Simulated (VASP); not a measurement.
A run of VASP 6.6.1:

File INCAR:

```
ALGO = Normal
EDIFF = 1E-6
ENCUT = 600
GGA = PE
GGA_COMPAT = F
ISIF = 2
ISMEAR = 0
LASPH = T
LCHARG = F
LREAL = F
LWAVE = F
NBANDS = 25
NELM = 120
PREC = Accurate
SIGMA = 0.15
```

Contents of KPOINTS:

```
k-points
0
Gamma
  4 4 1
```

POSCAR

```
BeTeS4
1.0
    3.5941761362      0.0000000000      0.0000000000
   -1.7970880681      3.1126478396      0.0000000000
    0.0000000000      0.0000000000     12.3500232786
Be Te S
1 1 4
Direct
    0.0000000000      0.0000000000      0.5000000000
    0.6666666667      0.3333333333      0.0000000000
    0.6666666667      0.3333333333      0.5884963808
    0.0000000000      0.0000000000      0.8609883974
    0.0000000000      0.0000000000      0.1390116026
    0.6666666667      0.3333333333      0.4115036192
```

Potentials or basis: VASP PAW PBE potentials, release 64 (Be, Te, S).

The run is started by

```bash
$ cat potpaw_PBE.64/Be/POTCAR potpaw_PBE.64/Te/POTCAR potpaw_PBE.64/S/POTCAR > POTCAR
$ mpirun -np 1 vasp_std > vasp.out
```

Hardware: 1 thread of Intel Xeon 8259CL, on a shared host.

Question: Estimate the wall time of this run.

Answer: Run time: 29 s on 1 thread of Intel Xeon 8259CL, with other jobs on the host, peak memory 0.25 GiB. Counts: scf iterations 17, k points 4.
